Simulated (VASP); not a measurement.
The system is Cr.

```xyz
1
Lattice="2.3070 0.0000 0.0000 0.0000 2.3070 0.0000 0.0000 0.0000 2.3070" Properties=species:S:1:pos:R:3 pbc="T T T"
Cr    0.0000    0.0000    0.0000
```

Base run:

| Quantity | Value |
| --- | --- |
| Program | VASP 6.6.1 |
| Functional | PBEsol |
| Potentials or basis | VASP PAW PBE potentials, release 64 (Cr_pv) |
| Cutoff | 520 eV |
| k mesh | 15 × 15 × 15 |
| Occupations | fermi-dirac, width 0.1 eV |
| Spin | no spin polarisation |

Its results: band gap on the k mesh zero (band 6 reaches 11.10 eV, above the bottom of band 7 at 9.31 eV); pressure 0.5 GPa.

Problem. The run is repeated on the same cell with these changes: k mesh from 15 × 15 × 15 to 13 × 13 × 13. What comes out?

Solution. Band gap on the k mesh zero (band 6 reaches 11.12 eV, above the bottom of band 7 at 9.54 eV); pressure -0.2 GPa.

Caveats: the PAW data sets were made with another functional, which shifts forces and pressure a little; the run has no spin polarisation, though such a crystal can be magnetic.
